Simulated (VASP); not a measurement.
Runs of VASP 6.6.1 on ZrB. The structure is that of space group I4/mmm (No. 139), or close to it. The cells are those of the table. 

```tsv
cell	gap on the mesh (eV)	pressure (GPa)
a = 3.676, b = 3.676, c = 4.808 Å, 4 atoms	none	-11.3
a = 3.606, b = 3.606, c = 4.786 Å, 4 atoms	none	(b)
a = 3.606, b = 3.606, c = 4.841 Å, 4 atoms	none	-8.4
a = 3.468, b = 3.468, c = 4.708 Å, 4 atoms	none	7.7
a = 3.416, b = 3.416, c = 5.198 Å, 4 atoms	none	(a)
```

Alike in all rows: task single point; level PBE; potentials or basis VASP PAW PBE potentials, release 64 (Zr_sv, B); no spin polarisation; k mesh 12 × 12 × 10; cutoff (eV) 520; smearing gaussian 0.1 eV.

**Question.** Fill in the values left out.

**Answer.** (a) -2.8; (b) -6.7.

A k mesh can miss the band edges, and the runs leave out spin-orbit coupling on Zr.

A gap of «none» marks levels without a gap at the run's occupations.
